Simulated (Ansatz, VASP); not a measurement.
**Ag in VASP and in Ansatz**

POSCAR

```
Ag
1.0
    0.0000000000      2.0767603105      2.0767603105
    2.0767603105      0.0000000000      2.0767603105
    2.0767603105      2.0767603105      0.0000000000
Ag
1
Direct
    0.0000000000      0.0000000000      0.0000000000
```

INCAR.step1

```
SYSTEM = Ag
ALGO     = Normal         ! electronic algorithm
EDIFF    = 1E-5           ! SCF threshold, eV
ENCUT    = 520            ! plane-wave cutoff, eV
GGA      = PE             ! functional
ISIF     = 2              ! what is computed and relaxed
ISMEAR   = 0              ! smearing method
LASPH    = .True.         ! aspherical terms in the spheres
LREAL    = .False.        ! projectors in reciprocal space
LWAVE    = .True.         ! write WAVECAR
NBANDS   = 12             ! bands
NELM     = 100            ! most SCF steps
PREC     = Accurate       ! precision mode
SIGMA    = 0.05           ! smearing width, eV
```

The input INCAR.step2:

```
SYSTEM = Ag
ALGO     = Normal         ! electronic algorithm
EDIFF    = 1E-6           ! SCF threshold, eV
ENCUT    = 520            ! plane-wave cutoff, eV
GGA      = PE             ! functional
HFSCREEN = 0.2079         ! screening, 1/A
ISIF     = 2              ! what is computed and relaxed
ISMEAR   = 0              ! smearing method
ISTART   = 1            
LASPH    = .True.         ! aspherical terms in the spheres
LCHARG   = .True.         ! write CHGCAR
LELF     = .True.         ! ELF
LHFCALC  = .True.         ! exact exchange
LREAL    = .False.        ! projectors in reciprocal space
LVHAR    = .True.       
LWAVE    = .False.        ! write WAVECAR
NBANDS   = 12             ! bands
NELM     = 100            ! most SCF steps
PREC     = Accurate       ! precision mode
PRECFOCK = Normal       
SIGMA    = 0.05           ! smearing width, eV
```

The input KPOINTS:

```
k-points
0
Gamma
  8 8 8
  0 0 0
```

Input for Ansatz:

```yaml
crystal:
  lattice:
    - [0.0, 2.0767603105, 2.0767603105]
    - [2.0767603105, 0.0, 2.0767603105]
    - [2.0767603105, 2.0767603105, 0.0]
  atoms:
    - { symbol: Ag, position: [0.0, 0.0, 0.0] }
basis:
  ecutwfc: 420
  ecutrho_ratio: 4
kpoints:
  mp_grid: { grid: [8, 8, 8] }
hamiltonian:
  xc: hse06
scf:
  occupations: { method: gaussian, width: 0.05 }
output:
  forces: true
  stress: true
  eigenvalues: true
```

Alike in both runs: task single point; functional HSE06; k mesh 8 × 8 × 8; occupations gaussian, width 0.05 eV; no spin polarisation.

|  | VASP | Ansatz |
| --- | --- | --- |
| version | VASP 6.6.1 | Ansatz 0.2.0 |
| potentials or method | VASP PAW PBE potentials, release 64 (Ag), cutoff 520 eV | scalar-relativistic, plane waves, PAW |
| valence electrons in the cell | 11 | 19 |

```tsv
	VASP	Ansatz	Ansatz less VASP
gap on the k mesh at the Fermi level (eV)	none	none	-
pressure (GPa)	0.0	0.0	0.00
```

A gap of «none» marks a metal or a gap that the smearing closes. VASP's potentials hold 11 valence electrons a cell and Ansatz's 19, so a difference there can come from the potentials and not from the codes. Ansatz's warnings: filled band counts differ across k points, stress exchange threshold loose, stress scf threshold loose.
